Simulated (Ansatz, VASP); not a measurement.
**CuAu in VASP and in Ansatz**

```
Cu Au
1.0
     2.87426    0.00000    0.00000
     0.00000    2.87426    0.00000
     0.00000    0.00000    3.61121
Cu Au
1 1
Direct
  0.50000 0.50000 0.50000
  0.00000 0.00000 0.00000
```

Change from the starting cell: volume scaled by 1.025, PAW files.

Alike in both runs: task electric field gradients; functional r2SCAN; k mesh 12 × 12 × 9; occupations fermi-dirac, width 0.05 eV; no spin polarisation.

|  | VASP | Ansatz |
| --- | --- | --- |
| version | VASP 6.6.1 | Ansatz 0.2.0 |
| potentials or method | VASP PAW PBE potentials, release 64 (Cu, Au) | PAW with Ansatz's default frozen-core files, scalar-relativistic |
| plane-wave cutoff (eV) | 520 | 500 |
| valence electrons in the cell | 22 | 38 |

VASP gave:

```
pressure (GPa)                                                : -3.4
traceless stress, the component that is largest in VASP (GPa) : -0.30
size of Vzz on the site where it differs most (V/Å²)          : 70.6
```

Question: What did Ansatz give for the same quantities?

Answer: Pressure (GPa): -3.8; traceless stress, the component that is largest in VASP (GPa): -0.31; size of Vzz on the site where it differs most (V/Å²): 62.9.

VASP's potentials were made for PBE, not for r2SCAN. The functional is the same, so the differences come from potentials, cutoffs and numerics. VASP's potentials hold 22 valence electrons a cell and Ansatz's 38, so a difference there can come from the potentials and not from the codes.

Spin-orbit coupling is off throughout.
